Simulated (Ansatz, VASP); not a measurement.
## Te: VASP beside Ansatz

```
Te
1.0
     3.15133    0.00000    0.00000
     0.00000    3.15133    0.00000
     0.00000    0.00000    3.29228
Te
1
Direct
  0.00000 0.00000 0.00000
```

Alike in both runs: task relaxation of cell and atoms; functional PBE; k mesh 18 × 18 × 16; occupations gaussian, width 0.1 eV; no spin polarisation.

```csv
,VASP,Ansatz
version,VASP 6.6.1,Ansatz 0.2.0
potentials or method,"VASP PAW PBE potentials, release 64 (Te), cutoff 600 eV","scalar-relativistic, plane waves, PAW"
valence electrons in the cell,6,16
```

VASP gave:

| Property | Result |
| --- | --- |
| gap on the k mesh at the Fermi level, each at its own relaxed structure (eV) | none |
| relaxed volume (Å³/atom) | 32.76 |
| relaxed length of the cell vector where the two differ most in proportion (Å) | 3.223 |

Question: Which values does Ansatz return?

Answer: gap on the k mesh at the Fermi level, each at its own relaxed structure (eV): none; relaxed volume (Å³/atom): 32.78; relaxed length of the cell vector where the two differ most in proportion (Å): 3.224.

A gap of «none» marks a metal or a gap that the smearing closes. VASP's potentials hold 6 valence electrons a cell and Ansatz's 16, so a difference there can come from the potentials and not from the codes.

Spin-orbit coupling is off throughout.
